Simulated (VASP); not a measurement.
# ZrH in VASP: further runs, part 2 of 2

VASP 6.6.1. Earlier steps stand in the parts before.

## 4. Single point, PBEsol

This run uses another cell than the first one: it holds 8 atoms, not 4.

INCAR reads:

```
PREC     = Accurate       # precision mode
ENCUT    = 520            # plane-wave cutoff, eV
EDIFF    = 1E-6           # SCF threshold, eV
ISMEAR   = -1             # smearing method
SIGMA    = 0.15           # smearing width, eV
LREAL    = F              # projectors in reciprocal space
LASPH    = T              # aspherical terms in the spheres
NELM     = 100            # most SCF steps
ALGO     = Normal         # electronic algorithm
ISIF     = 2              # what is computed and relaxed
LWAVE    = F              # write WAVECAR
LCHARG   = F              # write CHGCAR
LDIPOL   = T            
IDIPOL   = 3            
DIPOL    = 0.5 0.5 0.500
GGA      = PS             # functional
NBANDS   = 36             # bands
```

KPOINTS reads:

```
Automatic mesh
0
Gamma
  6 6 1
```

POSCAR reads:

```
ZrH
1.0
    3.4171450000      0.0000000000      0.0000000000
   -1.8354541928      2.8823580376      0.0000000000
    0.0000000000      0.0000000000     26.3071455676
Zr H
4 4
Direct
    0.0000000000      0.0000000000      0.3040998872
    0.6988746658      0.3011253693      0.4085799474
    0.3977493316      0.6022507385      0.5130600075
    0.0966239974      0.9033761078      0.6175400677
    0.0241559994      0.9758440270      0.3824599323
    0.7230306652      0.2769693962      0.4869399925
    0.4219053310      0.5780947655      0.5914200526
    0.1207799968      0.8792201348      0.6959001128
```

Potentials or basis: VASP PAW PBE potentials, release 64 (Zr_sv, H).

On the command line:

```bash
$ cat potpaw_PBE.64/Zr_sv/POTCAR potpaw_PBE.64/H/POTCAR > POTCAR
$ mpirun -np 1 vasp_std > vasp.out
```

OUTCAR:

```text
PREC = Accurate
   ENCUT = 520
   EDIFF = 1E-6
   ISMEAR = -1
   LREAL = F
   LASPH = T
   NELM = 100
   ISIF = 2
   GGA = PS

 ion  position               nearest neighbor table
   1  0.000  0.000  0.304-   5 2.07   2 3.29   2 3.42   2 3.42
   2  0.699  0.301  0.409-   5 2.07   5 2.07   6 2.07   5 2.07   3 3.29   1 3.29   3 3.42   1 3.42
                             3 3.42   1 3.42
   3  0.398  0.602  0.513-   6 2.07   6 2.07   6 2.07   7 2.07   2 3.29   4 3.29   2 3.42   4 3.42
                             2 3.42   4 3.42
   4  0.097  0.903  0.618-   7 2.07   7 2.07   8 2.07   7 2.07   3 3.29   3 3.42   3 3.42
   5  0.024  0.976  0.382-   2 2.07   2 2.07   1 2.07   2 2.07
   6  0.723  0.277  0.487-   3 2.07   3 2.07   3 2.07   2 2.07
   7  0.422  0.578  0.591-   4 2.07   4 2.07   3 2.07   4 2.07
   8  0.121  0.879  0.696-   4 2.07

  LATTYP: Found a base centered orthorhombic cell.
 ALAT       =     3.2878159417
 B/A-ratio  =     1.8223271100
 C/A-ratio  =     8.0014045902

  Lattice vectors:

 A1 = (   3.4171450000,   0.0000000000,   0.0000000000)
 A2 = (  -1.8354541928,   2.8823580376,   0.0000000000)
 A3 = (   0.0000000000,   0.0000000000,  26.3071455676)

Analysis of symmetry for initial positions (statically):
=====================================================================
 Subroutine PRICEL returns:
 Original cell was already a primitive cell.

 Routine SETGRP: Setting up the symmetry group for a
 base centered orthorhombic supercell.

 Subroutine GETGRP returns: Found  2 space group operations
 (whereof  2 operations were pure point group operations)
 out of a pool of  8 trial point group operations.

The static configuration has the point symmetry C_1h.

Analysis of symmetry for dynamics (positions and initial velocities):
=====================================================================
 Subroutine PRICEL returns:
 Original cell was already a primitive cell.

 Routine SETGRP: Setting up the symmetry group for a
[... 137 lines left out ...]
 non-spin polarized calculation
  energy-cutoff  :      520.00
  volume of cell :      259.11
 maximum number of plane-waves:      7020
 NGX is ok and might be reduce to    28

 dipolmoment           0.000000      0.000000     -0.100687 electrons x Angstroem

 number of electron      51.9999998 magnetization

 dipolmoment           0.000000      0.000000      0.143669 electrons x Angstroem

 Free energy of the ion-electron system (eV)
  ---------------------------------------------------
  ext. energy  EPLUGINS =         0.00000000
  ---------------------------------------------------
  free energy    TOTEN  =       -48.87170729 eV

  energy without entropy =      -48.28672551  energy(sigma->0) =      -48.57921640

 E-fermi :   0.1745     XC(G=0):  -5.4222

 val. band max:        0.1738667806   @ k =   0.3333   0.0000   0.0000
 cond. band min:       0.2144987911   @ k =   0.5000   0.3333   0.0000
 fundamental gap:      0.0406320105
 Fermi energy:         0.1745259785

 k-point     1 :       0.0000    0.0000    0.0000
  band No.  band energies     occupation
      1     -49.0550      2.00000
      2     -48.8322      2.00000
      3     -48.7083      2.00000
      4     -48.6666      2.00000
      5     -27.2883      2.00000
      6     -26.9944      2.00000
[... 496 lines left out ...]
     35       4.1190      0.00000
     36       4.2410      0.00000

------------------------ aborting loop because EDIFF is reached ----------------------------------------

 vacuum level on the upper side and lower side of the slab       (xc-potential included)         1.174        -1.314

  FORCE on cell =-STRESS in cart. coord.  units (eV):
  Direction    XX          YY          ZZ          XY          YZ          ZX
  --------------------------------------------------------------------------------------
  -------------------------------------------------------------------------------------
  Total       -5.6602482     -5.7240358     -4.9092990     -0.0500853     -0.2008377      0.3659908
  in kB      -34.9994320    -35.3938543    -30.3560318     -0.3096962     -1.2418543      2.2630580
  external PRESSURE =     -33.5831061 kB  Pullay stress =       0.0000000 kB

 VOLUME and BASIS-vectors are now :
 -----------------------------------------------------------------------------
  energy-cutoff  :      520.00
  volume of cell :      259.11
      direct lattice vectors                 reciprocal lattice vectors
     3.417145000  0.000000000  0.000000000     0.292641957  0.186351210  0.000000000
    -1.835454193  2.882358038  0.000000000     0.000000000  0.346938162  0.000000000
     0.000000000  0.000000000 26.307145568     0.000000000  0.000000000  0.038012486

 POSITION                                       TOTAL-FORCE (eV/Angst)
 -----------------------------------------------------------------------------------
      0.00000      0.00000      8.00000         0.035276     -0.019357      0.730108
      1.83545      0.86795     10.74857         0.014133     -0.007756     -0.042890
      0.25376      1.73590     13.49714        -0.068538      0.037610     -0.469667
     -1.32793      2.60385     16.24572        -0.064483      0.035385      1.092524
     -1.70857      2.81273     10.06143        -0.048310      0.026510     -0.295394
      1.96234      0.79832     12.81000         0.002668     -0.001464     -0.046580
      0.38065      1.66628     15.55857         0.003450     -0.001893      0.118302
     -1.20105      2.53423     18.30715         0.125804     -0.069035     -1.086403
 -----------------------------------------------------------------------------------
    total drift:                               -0.000268     -0.000577      0.000192

  FREE ENERGIE OF THE ION-ELECTRON SYSTEM (eV)
  ---------------------------------------------------
  free  energy   TOTEN  =       -48.8717072930 eV

  energy  without entropy=      -48.2867255095  energy(sigma->0) =      -48.57921640

 vacuum level on the upper side and lower side of the slab         6.743         4.128
```

Run time: 3.8 min. Hardware: 1 thread of Intel Xeon 6975P-C (Granite Rapids), shared host; peak memory 0.43 GiB.

Results:

```
Free energy            : -48.8717 eV
Largest force          : 1.096 eV/Å
Band gap on the k mesh : zero (bands 26 and 27 overlap by 0.37 eV)
```

Forces in eV/Å, atoms in the order of the input:
```
Zr   0.035 -0.019  0.730
Zr   0.014 -0.008 -0.043
Zr  -0.069  0.038 -0.470
Zr  -0.064  0.035  1.093
H   -0.048  0.027 -0.295
H    0.003 -0.001 -0.047
H    0.003 -0.002  0.118
H    0.126 -0.069 -1.086
```

Levels at points of the mesh, in eV from the Fermi level:
| k point | band 23 | band 24 | band 25 | band 26 | band 27 | band 28 | band 29 | band 30 |
| --- | --- | --- | --- | --- | --- | --- | --- | --- |
| (0.00, 0.00, 0.00) | -0.72 | -0.04 | 0.11 | 0.18 | 0.34 | 0.47 | 0.69 | 0.76 |
| (0.50, 0.00, 0.00) | -1.31 | -0.75 | -0.12 | 0.14 | 0.41 | 0.63 | 0.81 | 1.19 |
| (0.50, 0.50, 0.00) | -1.38 | -0.87 | -0.43 | -0.18 | 0.00 | 0.65 | 0.89 | 1.04 |

Caveat: the k points lie up to 0.36 Å⁻¹ apart; the PAW data sets were made with another functional, which shifts forces and pressure a little.

## 5. Single point, PBEsol

This run uses another cell than the first one: it holds 10 atoms, not 4.

INCAR reads:

```
SYSTEM = ZrH
PREC = Accurate ; ENCUT = 520
EDIFF = 1E-6 ; ISMEAR = -1
SIGMA = 0.15 ; LREAL = .False.
LASPH = .True. ; NELM = 60
ALGO = Normal ; ISIF = 2
LWAVE = .False. ; LCHARG = .False.
LDIPOL = .True. ; IDIPOL = 3
DIPOL = 0.5 0.5 0.500 ; GGA = PS
NBANDS = 44
```

KPOINTS reads:

```
regular mesh
0
Gamma
  6 6 1
  0 0 0
```

POSCAR reads:

```
ZrH
1.0
    3.4171450000      0.0000000000      0.0000000000
   -1.8354541928      2.8823580376      0.0000000000
    0.0000000000      0.0000000000     29.0557177189
Zr H
5 5
Direct
    0.0000000000      0.0000000000      0.2753330714
    0.6988746658      0.3011253693      0.3699296729
    0.3977493316      0.6022507385      0.4645262744
    0.0966239974      0.9033761078      0.5591228760
    0.7954986632      0.2045014771      0.6537194775
    0.0241559994      0.9758440270      0.3462805225
    0.7230306652      0.2769693962      0.4408771240
    0.4219053310      0.5780947655      0.5354737256
    0.1207799968      0.8792201348      0.6300703271
    0.8196546626      0.1803455040      0.7246669286
```

On the command line:

```bash
$ cat potpaw_PBE.64/Zr_sv/POTCAR potpaw_PBE.64/H/POTCAR > POTCAR
$ mpirun -np 1 vasp_std > vasp.out
```

Wall time 5.2 min (1 thread of Intel Xeon 6975P-C (Granite Rapids), shared host); peak memory 0.48 GiB.

The run converged. Its results:

| Item | Value |
| --- | --- |
| Free energy | -62.0407 eV |
| Largest force | 1.105 eV/Å |
| Band gap on the k mesh | zero (an odd number of electrons rules out a gap without spin polarisation) |

Forces in eV/Å, atoms in the order of the input:
```
Zr   0.039 -0.021  0.725
Zr   0.040 -0.022 -0.047
Zr  -0.019  0.010 -0.023
Zr  -0.081  0.044 -0.446
Zr  -0.063  0.034  1.103
H   -0.055  0.030 -0.299
H   -0.005  0.003 -0.054
H    0.013 -0.007  0.001
H    0.004 -0.002  0.124
H    0.126 -0.069 -1.084
```

Levels at points of the mesh, in eV from the Fermi level:
```tsv
k point	band 28	band 29	band 30	band 31	band 32	band 33	band 34	band 35	band 36	band 37
(0.00, 0.00, 0.00)	-0.81	-0.47	0.03	0.11	0.18	0.31	0.44	0.55	0.70	0.77
(0.50, 0.00, 0.00)	-1.58	-1.11	-0.63	-0.14	0.11	0.19	0.48	0.67	0.82	0.97
(0.50, 0.50, 0.00)	-1.55	-1.22	-0.70	-0.45	-0.29	-0.08	0.03	0.65	0.89	1.01
```

Caveat: the k points lie up to 0.36 Å⁻¹ apart, too coarse for converged energies and pressures of a metal; the PAW data sets were made with another functional, which shifts forces and pressure a little.

## 6. Overview

| cell | gap on the mesh (eV) | largest force (eV/Å) |
| --- | --- | --- |
| a = 3.417, b = 3.417, c = 20.810 Å, angles 90.0, 90.0, 122.5°, 4 atoms, atomic positions A | none | 1.18 |
| a = 3.417, b = 3.417, c = 23.559 Å, angles 90.0, 90.0, 122.5°, 6 atoms, atomic positions B | none | 1.10 |
| a = 3.417, b = 3.417, c = 26.307 Å, angles 90.0, 90.0, 122.5°, 8 atoms, atomic positions C | none | 1.10 |
| a = 3.417, b = 3.417, c = 29.056 Å, angles 90.0, 90.0, 122.5°, 10 atoms, atomic positions D | none | 1.10 |

Alike in all rows: task single point; level PBEsol; potentials or basis VASP PAW PBE potentials, release 64 (Zr_sv, H); no spin polarisation; k mesh 6 × 6 × 1; cutoff (eV) 520; smearing fermi-dirac 0.15 eV.

Caveats: all runs use coarse meshes; the PAW data sets were made with another functional, which shifts forces and pressure a little.

Absolute energies hang on the potentials; compare differences alone.
